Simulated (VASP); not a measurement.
# MnS (F-43m) in VASP: a series of runs

The runs below take MnS through single point, with PBE, r2SCAN.

Program: VASP 6.6.1. These are calculated values, not measurements. Logs are shortened: lines on timing, memory, paths and dates and some standing lists are left out, and cuts for length are marked.

## Step 1: The cell of the first run

It takes space group F-43m (No. 216, cubic). The conventional cell has a = 5.614 Å, b = 5.614 Å, c = 5.614 Å, α = 90.00°, β = 90.00°, γ = 90.00°. Within 3.2 Å of Mn (site symmetry -43m) lie 4 S at 2.43 Å. Within 3.2 Å of S (site symmetry -43m) lie 4 Mn at 2.43 Å.

## Step 2: Single point, PBE, collinear spin, ferromagnetic start (22.12 Å³/atom)

File INCAR:

```
SYSTEM = MnS
PREC = Accurate
ENCUT = 500
EDIFF = 1E-6
ISMEAR = 0
SIGMA = 0.05
LREAL = .FALSE.
LASPH = .TRUE.
NELM = 200
ALGO = Normal
ISIF = 2
LWAVE = .FALSE.
LCHARG = .FALSE.
ISPIN = 2
MAGMOM = 4.58 0
LORBIT = 11
LMAXMIX = 4
GGA = PE
NBANDS = 20
GGA_COMPAT = .FALSE.
```

File KPOINTS:

```
Automatic mesh
0
G
  6 6 6
  0 0 0
```

File POSCAR:

```
MnS
1.0
    0.0000000000      2.8070758196      2.8070758196
    2.8070758196      0.0000000000      2.8070758196
    2.8070758196      2.8070758196      0.0000000000
Mn S
1 1
Direct
    0.0000000000      0.0000000000      0.0000000000
    0.2500000000      0.2500000000      0.2500000000
```

Potentials or basis: VASP PAW PBE potentials, release 64 (Mn_pv, S).

Launch:

```console
$ cat potpaw_PBE.64/Mn_pv/POTCAR potpaw_PBE.64/S/POTCAR > POTCAR
$ mpirun -np 1 vasp_std > vasp.out
```

OUTCAR:

```text
SYSTEM = MnS
   PREC = Accurate
   ENCUT = 500
   EDIFF = 1E-6
   ISMEAR = 0
   LREAL = .FALSE.
   LASPH = .TRUE.
   NELM = 200
   ISIF = 2
   ISPIN = 2
   LORBIT = 11
   GGA = PE

 ion  position               nearest neighbor table
   1  0.000  0.000  0.000-   2 2.43   2 2.43   2 2.43   2 2.43
   2  0.250  0.250  0.250-   1 2.43   1 2.43   1 2.43   1 2.43

  LATTYP: Found a face centered cubic cell.
 ALAT       =     5.6141516392

  Lattice vectors:

 A1 = (   0.0000000000,   2.8070758196,   2.8070758196)
 A2 = (   2.8070758196,   0.0000000000,   2.8070758196)
 A3 = (   2.8070758196,   2.8070758196,   0.0000000000)

Analysis of symmetry for initial positions (statically):
=====================================================================
 Subroutine PRICEL returns:
 Original cell was already a primitive cell.

 Routine SETGRP: Setting up the symmetry group for a
 face centered cubic supercell.

 Subroutine GETGRP returns: Found 24 space group operations
 (whereof 24 operations were pure point group operations)
 out of a pool of 48 trial point group operations.

The static configuration has the point symmetry T_d .

Analysis of symmetry for dynamics (positions and initial velocities):
=====================================================================
 Subroutine PRICEL returns:
 Original cell was already a primitive cell.

 Routine SETGRP: Setting up the symmetry group for a
 face centered cubic supercell.

 Subroutine GETGRP returns: Found 24 space group operations
 (whereof 24 operations were pure point group operations)
 out of a pool of 48 trial point group operations.

The dynamic configuration has the point symmetry T_d .

Analysis of structural, dynamic, and magnetic symmetry:
=====================================================================
 Subroutine PRICEL returns:
 Original cell was already a primitive cell.

 Routine SETGRP: Setting up the symmetry group for a
 face centered cubic supercell.

 Subroutine GETGRP returns: Found 24 space group operations
 (whereof 24 operations were pure point group operations)
 out of a pool of 48 trial point group operations.

The overall configuration has the point symmetry T_d .

 Subroutine INISYM returns: Found 24 space group operations
 (whereof 24 operations are pure point group operations),
 and found     1 'primitive' translations

----------------------------------------------------------------------------------------

                                     Primitive cell

  volume of cell :      44.2377

  direct lattice vectors                    reciprocal lattice vectors
     0.000000000  2.807075820  2.807075820    -0.178121302  0.178121302  0.178121302
     2.807075820  0.000000000  2.807075820     0.178121302 -0.178121302  0.178121302
     2.807075820  2.807075820  0.000000000     0.178121302  0.178121302 -0.178121302

  length of vectors
     3.969804695  3.969804695  3.969804695     0.308515145  0.308515145  0.308515145

  position of ions in fractional coordinates (direct lattice)
     0.000000000  0.000000000  0.000000000
     0.250000000  0.250000000  0.250000000

  ion indices of the primitive-cell ions
   primitive index   ion index
                 1           1
                 2           2

----------------------------------------------------------------------------------------

 KPOINTS: Automatic mesh

Automatic generation of k-mesh.
 Grid dimensions read from file:
 generate k-points for:    6    6    6

 Generating k-lattice:

  Cartesian coordinates                     Fractional coordinates (reciprocal lattice)
    -0.029686884  0.029686884  0.029686884     0.166666667  0.000000000  0.000000000
     0.029686884 -0.029686884  0.029686884     0.000000000  0.166666667  0.000000000
     0.029686884  0.029686884 -0.029686884     0.000000000  0.000000000  0.166666667

  Length of vectors
     0.051419191  0.051419191  0.051419191

  Shift w.r.t. Gamma in fractional coordinates (k-lattice)
     0.000000000  0.000000000  0.000000000

 Subroutine IBZKPT returns following result:
 ===========================================

 Found     16 irreducible k-points:

 Following reciprocal coordinates:
            Coordinates               Weight
  0.000000  0.000000  0.000000      1.000000
  0.166667  0.000000  0.000000      8.000000
  0.333333  0.000000  0.000000      8.000000
  0.500000  0.000000  0.000000      4.000000
  0.166667  0.166667  0.000000      6.000000
  0.333333  0.166667  0.000000     24.000000
[... 8 lines left out ...]
 -0.333333  0.333333  0.166667     24.000000
 -0.333333  0.500000  0.166667     12.000000
   k-points           NKPTS =     16   k-points in BZ     NKDIM =     16   number of bands    NBANDS=     20
   number of dos      NEDOS =    301   number of ions     NIONS =      2
   total plane-waves  NPLWV =  27000
   dimension x,y,z NGX =    30 NGY =   30 NGZ =   30
   dimension x,y,z NGXF=    60 NGYF=   60 NGZF=   60
   ions per type =               1   1
   NGX,Y,Z   is equivalent  to a cutoff of  12.56, 12.56, 12.56 a.u.
   NGXF,Y,Z  is equivalent  to a cutoff of  25.13, 25.13, 25.13 a.u.
 SYSTEM =  MnS
   PREC   = accura    normal or accurate (medium, high low for compatibility)
   ISTART =      0    job   : 0-new  1-cont  2-samecut
   ICHARG =      2    charge: 1-file 2-atom 10-const
   ISPIN  =      2    spin polarized calculation?
   LNONCOLLINEAR =      F non collinear calculations
   LSORBIT =      F    spin-orbit coupling
   LASPH  =      T    aspherical Exc in radial PAW
   ENCUT  =  500.0 eV  36.75 Ry    6.06 a.u.   7.24  7.24  7.24*2*pi/ulx,y,z
   NELM   =    200;   NELMIN=  2; NELMDL= -5     # of ELM steps
   EDIFF  = 0.1E-05   stopping-criterion for ELM
   LREAL  =      F    real-space projection
   EDIFFG = 0.1E-04   stopping-criterion for IOM
   NSW    =      0    number of steps for IOM
   IBRION =     -1    ionic relax: 0-MD 1-quasi-New 2-CG
   NFREE  =      0    steps in history (QN), initial steepest desc. (CG)
   ISIF   =      2    stress and relaxation
   ISYM   =      2    0-nonsym 1-usesym 2-fastsym
   POTIM  = 0.5000    time-step for ionic-motion
   TEBEG  =    0.0;   TEEND  =   0.0 temperature during run
   PSTRESS=    0.0 pullay stress
   NELECT =      19.0000    total number of electrons
   NUPDOWN=      -1.0000    fix difference up-down
   EMIN   =  10.00;   EMAX   =-10.00  energy-range for DOS
   EFERMI =   0.00;   METHOD = LEGACY
   ISMEAR =     0;   SIGMA  =   0.05  broadening in eV -4-tet -1-fermi 0-gaus
   EFERMI_NEDOS =   21; number of points for ismear=-14 and -15
   IALGO  =     38    algorithm
   IMIX   =      4    mixing-type and parameters
     AMIX     =   0.40;   BMIX     =  1.00
     AMIX_MAG =   1.60;   BMIX_MAG =  1.00
  volume/ion in A,a.u.               =      22.12       149.27
  Fermi-wavevector in a.u.,A,eV,Ry     =   1.235175  2.334143 20.757834  1.525658
  Thomas-Fermi vector in A             =   2.369835
   LORBIT       =     11    0 simple, 1 ext, 2 COOP (PROOUT), +10 PAW based schemes
   GGA     = PE    functional components
   LHFCALC =     F    Hartree Fock is set to
   AEXX    =    0.0000 exact exchange contribution
   IVDW    =     0    specifies the selected vdW correction
   LEPSILON=     F    determine dielectric tensor
   LRPA    =     F    only Hartree local field effects (RPA)
 spin polarized calculation
 Gauss-broadening in eV      SIGMA  =   0.05
  energy-cutoff  :      500.00
  volume of cell :       44.24
 maximum number of plane-waves:      1158
 NGX is ok and might be reduce to    30
   NGX = 15   NGY = 15   NGZ = 15

 number of electron      18.9999987 magnetization       4.9634224

 Free energy of the ion-electron system (eV)
  ---------------------------------------------------
  ext. energy  EPLUGINS =         0.00000000
  ---------------------------------------------------
  free energy    TOTEN  =       -14.08238360 eV

  energy without entropy =      -14.08128337  energy(sigma->0) =      -14.08183349

 E-fermi :   4.4716     XC(G=0):  -9.2743

 val. band max:        4.4155037255   @ k =   0.1667   0.0000   0.0000
 cond. band min:       4.4941835308   @ k =  -0.3333   0.5000   0.1667
 fundamental gap:      0.0786798053
 Fermi energy:         4.4715622125

 spin component 1

 k-point     1 :       0.0000    0.0000    0.0000
  band No.  band energies     occupation
      1     -46.3252      1.00000
      2     -46.3252      1.00000
      3     -46.3252      1.00000
      4      -9.4084      1.00000
      5      -0.4052      1.00000
      6      -0.4052      1.00000
[... 12 lines left out ...]
     19      16.4206      0.00000
     20      17.0628      0.00000

 k-point     2 :       0.1667    0.0000    0.0000
  band No.  band energies     occupation
      1     -46.3261      1.00000
      2     -46.3254      1.00000
      3     -46.3254      1.00000
      4      -9.2547      1.00000
      5      -0.6410      1.00000
      6      -0.3420      1.00000
[... 12 lines left out ...]
     19      15.7743      0.00000
     20      18.2413      0.00000

 k-point     3 :       0.3333    0.0000    0.0000
  band No.  band energies     occupation
      1     -46.3276      1.00000
      2     -46.3256      1.00000
      3     -46.3256      1.00000
      4      -8.9196      1.00000
      5      -1.0582      1.00000
      6      -0.2327      1.00000
[... 12 lines left out ...]
     19      15.0813      0.00000
     20      20.2922      0.00000

 k-point     4 :       0.5000    0.0000    0.0000
  band No.  band energies     occupation
      1     -46.3284      1.00000
      2     -46.3258      1.00000
      3     -46.3258      1.00000
      4      -8.7352      1.00000
      5      -1.2493      1.00000
      6      -0.1909      1.00000
[... 242 lines left out ...]
     19      17.3474      0.00000
     20      18.7869      0.00000

 k-point    15 :      -0.3333    0.3333    0.1667
  band No.  band energies     occupation
      1     -46.3278      1.00000
      2     -46.3269      1.00000
      3     -46.3262      1.00000
      4      -8.5718      1.00000
      5      -0.8010      1.00000
      6      -0.5335      1.00000
[... 12 lines left out ...]
     19      17.3111      0.00000
     20      19.0409      0.00000

 k-point    16 :      -0.3333    0.5000    0.1667
  band No.  band energies     occupation
      1     -46.3280      1.00000
      2     -46.3269      1.00000
      3     -46.3265      1.00000
      4      -8.5151      1.00000
      5      -1.0483      1.00000
      6      -0.2089      1.00000
[... 12 lines left out ...]
     19      17.1969      0.00000
     20      17.4571      0.00000
 Fermi energy:         4.4715622125

 spin component 2

 k-point     1 :       0.0000    0.0000    0.0000
  band No.  band energies     occupation
      1     -41.7058      1.00000
      2     -41.7058      1.00000
      3     -41.7058      1.00000
      4      -9.0899      1.00000
      5       1.1862      1.00000
      6       1.1862      1.00000
[... 12 lines left out ...]
     19      17.2822      0.00000
     20      18.0348      0.00000

 k-point     2 :       0.1667    0.0000    0.0000
  band No.  band energies     occupation
      1     -41.7069      1.00000
      2     -41.7059      1.00000
      3     -41.7059      1.00000
      4      -8.9456      1.00000
      5       0.6405      1.00000
      6       1.2100      1.00000
[... 12 lines left out ...]
     19      16.6975      0.00000
     20      19.3186      0.00000

 k-point     3 :       0.3333    0.0000    0.0000
  band No.  band energies     occupation
      1     -41.7092      1.00000
      2     -41.7063      1.00000
      3     -41.7063      1.00000
      4      -8.6317      1.00000
      5      -0.2477      1.00000
      6       1.2472      1.00000
[... 12 lines left out ...]
     19      16.1313      0.00000
     20      21.0567      0.00000

 k-point     4 :       0.5000    0.0000    0.0000
  band No.  band energies     occupation
      1     -41.7104      1.00000
      2     -41.7066      1.00000
      3     -41.7066      1.00000
      4      -8.4594      1.00000
      5      -0.6441      1.00000
      6       1.2601      1.00000
[... 245 lines left out ...]
 k-point    15 :      -0.3333    0.3333    0.1667
  band No.  band energies     occupation
      1     -41.7096      1.00000
      2     -41.7081      1.00000
      3     -41.7071      1.00000
      4      -8.3063      1.00000
      5      -0.1081      1.00000
      6       0.4277      1.00000
[... 12 lines left out ...]
     19      17.9539      0.00000
     20      19.8982      0.00000

 k-point    16 :      -0.3333    0.5000    0.1667
  band No.  band energies     occupation
      1     -41.7098      1.00000
      2     -41.7081      1.00000
      3     -41.7075      1.00000
      4      -8.2534      1.00000
      5      -0.2153      1.00000
      6       0.6222      1.00000
[... 12 lines left out ...]
     19      17.8437      0.00000
     20      18.0248      0.00000

------------------------ aborting loop because EDIFF is reached ----------------------------------------

  FORCE on cell =-STRESS in cart. coord.  units (eV):
  Direction    XX          YY          ZZ          XY          YZ          ZX
  --------------------------------------------------------------------------------------
  -------------------------------------------------------------------------------------
  Total        0.2695909      0.2695909      0.2695909      0.0000000      0.0000000      0.0000000
  in kB        9.7639017      9.7639017      9.7639017      0.0000000      0.0000000      0.0000000
  external PRESSURE =       9.7639017 kB  Pullay stress =       0.0000000 kB

 VOLUME and BASIS-vectors are now :
 -----------------------------------------------------------------------------
  energy-cutoff  :      500.00
  volume of cell :       44.24
      direct lattice vectors                 reciprocal lattice vectors
     0.000000000  2.807075820  2.807075820    -0.178121302  0.178121302  0.178121302
     2.807075820  0.000000000  2.807075820     0.178121302 -0.178121302  0.178121302
     2.807075820  2.807075820  0.000000000     0.178121302  0.178121302 -0.178121302

 POSITION                                       TOTAL-FORCE (eV/Angst)
 -----------------------------------------------------------------------------------
      0.00000      0.00000      0.00000        -0.000000     -0.000000     -0.000000
      1.40354      1.40354      1.40354         0.000000      0.000000      0.000000
 -----------------------------------------------------------------------------------
    total drift:                               -0.000000     -0.000000      0.000000

  FREE ENERGIE OF THE ION-ELECTRON SYSTEM (eV)
  ---------------------------------------------------
  free  energy   TOTEN  =       -14.0823836042 eV

  energy  without entropy=      -14.0812833681  energy(sigma->0) =      -14.08183349

 total charge

# of ion       s       p       d       tot
------------------------------------------
    1        0.259   6.210   4.898  11.367
    2        1.314   2.451   0.000   3.765
--------------------------------------------------
tot          1.573   8.661   4.898  15.132

 magnetization (x)

# of ion       s       p       d       tot
------------------------------------------
    1        0.049   0.066   4.241   4.356
    2        0.011   0.083   0.000   0.094
--------------------------------------------------
tot          0.060   0.149   4.241   4.450
```

It took 60 s on 1 thread of Oxide Virtual Turin-like, shared host; peak memory 0.15 GiB.

What came out:

* Free energy: -14.0824 eV
* Pressure: 1.0 GPa
* Band gap on the k mesh: zero (filled and empty bands overlap)
* Net moment: 4.96 μB per cell
* Site moments: Mn +4.36; S +0.09 μB
* Valence electrons inside the program's atomic spheres: Mn 11.37; S 3.77

Caveat: a cell with one magnetic atom can't hold antiferromagnetic order, which such compounds often take; semilocal functionals often make such compounds metallic where correlation or magnetic order opens a gap, which also shifts bond lengths. With open d or f shells a metallic result of PBE can be an artefact of self-interaction; +U or a hybrid may open a gap.

## Step 3: Single point, PBE, collinear spin, ferromagnetic start (22.49 Å³/atom)

This run uses another cell than the first one, of 22.49 Å³/atom.

File INCAR:

```
SYSTEM = MnS
ALGO     = Normal         ! electronic algorithm
EDIFF    = 1E-6           ! SCF threshold, eV
ENCUT    = 500            ! plane-wave cutoff, eV
GGA      = PE             ! functional
GGA_COMPAT= .False.      
ISIF     = 2              ! what is computed and relaxed
ISMEAR   = 0              ! smearing method
ISPIN    = 2              ! spin polarisation
LASPH    = .True.         ! aspherical terms in the spheres
LCHARG   = .True.         ! write CHGCAR
LELF     = .True.         ! ELF
LMAXMIX  = 4              ! l up to which the mixer works
LORBIT   = 11             ! projections on sites
LREAL    = .False.        ! projectors in reciprocal space
LVHAR    = .True.       
LWAVE    = .False.        ! write WAVECAR
MAGMOM   = 4.68 0         ! initial moments
NBANDS   = 20             ! bands
NELM     = 200            ! most SCF steps
PREC     = Accurate       ! precision mode
SIGMA    = 0.05           ! smearing width, eV
```

File KPOINTS:

```
k-points
0
Gamma
  6 6 6
  0 0 0
```

File POSCAR:

```
MnS
1.0
    0.0000000000      2.8227655993      2.8227655993
    2.8227655993      0.0000000000      2.8227655993
    2.8227655993      2.8227655993      0.0000000000
Mn S
1 1
Direct
    0.0000000000      0.0000000000      0.0000000000
    0.2500000000      0.2500000000      0.2500000000
```

Potentials or basis: VASP PAW PBE potentials, release 64 (Mn_pv, S).

Launch:

```console
$ cat potpaw_PBE.64/Mn_pv/POTCAR potpaw_PBE.64/S/POTCAR > POTCAR
$ mpirun -np 1 vasp_std > vasp.out
```

Run time: 58 s. Hardware: 1 thread of Oxide Virtual Turin-like, shared host; peak memory 0.15 GiB.

The run converged. Its results:

```yaml
Free_energy: -14.0850 eV
Pressure: 0.0 GPa
Band_gap_on_the_k_mesh: zero (filled and empty bands overlap)
Net_moment: 4.97 μB per cell
Site_moments: Mn +4.37; S +0.09 μB
Valence_electrons_inside_the_program's_atomic_spheres: Mn 11.35; S 3.76
```

Levels at points of the mesh, in eV from the Fermi level:
Spin up:
| k point | band 10 | band 11 | band 12 | band 13 | band 14 | band 15 |
| --- | --- | --- | --- | --- | --- | --- |
| (0.00, 0.00, 0.00) | 0.11 | 0.11 | 0.11 | 0.81 | 5.75 | 5.75 |
| (0.50, 0.00, 0.00) | -2.97 | -0.88 | -0.88 | 2.81 | 6.17 | 6.17 |
| (0.50, 0.50, 0.00) | -2.78 | -2.22 | -2.22 | 2.66 | 4.21 | 8.86 |
Spin down:
```
           k point  band 5  band 6  band 7  band 8  band 9  band 10
(0.00, 0.00, 0.00)   -3.27   -3.27   -3.27    0.81    0.81     1.86
(0.50, 0.00, 0.00)   -5.08   -3.20   -3.20    0.87    0.93     0.93
(0.50, 0.50, 0.00)   -5.00   -3.31   -3.31    0.03    0.83     1.22
```

Caveat: a cell with one magnetic atom can't hold antiferromagnetic order, which such compounds often take; semilocal functionals often make such compounds metallic where correlation or magnetic order opens a gap, which also shifts bond lengths. With open d or f shells a metallic result of PBE can be an artefact of self-interaction; +U or a hybrid may open a gap.

[end of part 1 of 2]

The gap in the log of VASP goes by the Fermi energy; the results here count the filled bands.